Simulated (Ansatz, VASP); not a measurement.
**CoO: VASP beside Ansatz**

INCAR

```
PREC = Accurate
ENCUT = 520
EDIFF = 1E-6
ISMEAR = 0
SIGMA = 0.1
LREAL = False
LASPH = True
NELM = 150
ALGO = Normal
ISIF = 2
LWAVE = False
LCHARG = False
ISPIN = 2
MAGMOM = 3 0
LORBIT = 11
LMAXMIX = 4
LDAU = True
LDAUTYPE = 2
LDAUL = 2 -1
LDAUU = 3.32 0
LDAUJ = 0 0
LDAUPRINT = 1
GGA = PE
NBANDS = 18
```

KPOINTS

```
regular mesh
0
Gamma
  8 8 8
```

File POSCAR:

```
CoO
1.0
    2.5580026086      0.0000000000      0.0000000000
    0.0000000000      2.5580026086      0.0000000000
    0.0000000000      0.0000000000      2.5580026086
Co O
1 1
Direct
    0.0000000000      0.0000000000      0.0000000000
    0.5000000000      0.5000000000      0.5000000000
```

Input for Ansatz:

```yaml
crystal:
  lattice:
    - [2.5580026086, 0.0, 0.0]
    - [0.0, 2.5580026086, 0.0]
    - [0.0, 0.0, 2.5580026086]
  atoms:
    - { symbol: Co, position: [0.0, 0.0, 0.0], spin: 3.0 }
    - { symbol: O, position: [0.5, 0.5, 0.5] }
basis:
  ecutwfc: 420
kpoints:
  mp_grid: { grid: [8, 8, 8] }
hamiltonian:
  xc: pbe
  hubbard: { sites: [{ species: Co, l: d, u_eff: 3.32 }] }
scf:
  occupations: { method: gaussian, width: 0.1 }
  lower_state_search: "off"
output:
  forces: true
  stress: true
  eigenvalues: true
  populations: true
magnetization:
  spin_polarized: true
```

Alike in both runs: task single point; functional PBE; k mesh 8 × 8 × 8; occupations gaussian, width 0.1 eV; collinear spin; Hubbard terms Co d U = 3.32 eV.

|  | VASP | Ansatz |
| --- | --- | --- |
| version | VASP 6.6.1 | Ansatz 0.2.0 |
| potentials or method | VASP PAW PBE potentials, release 64 (Co, O), cutoff 520 eV | scalar-relativistic, plane waves, PAW |
| valence electrons in the cell | 15 | 23 |

|  | VASP | Ansatz | Ansatz less VASP |
| --- | --- | --- | --- |
| gap on the k mesh at the Fermi level (eV) | 1.47 | 1.41 | -0.064 |
| least direct gap on the mesh (eV) | 1.83 | 1.84 | +0.010 |
| pressure (GPa) | 21.9 | 27.8 | +5.93 |
| net moment per atom (μB) | 1.50 | 1.50 | 0.000 |
| size of the moment on the site where the two differ most (μB) | 2.67 | 2.57 | -0.102 |

Site moments also hang on the region over which each program counts them. The programs project onto different local orbitals, so the same U acts differently, and such runs can settle in different states. VASP's potentials hold 15 valence electrons a cell and Ansatz's 23, so a difference there can come from the potentials and not from the codes.
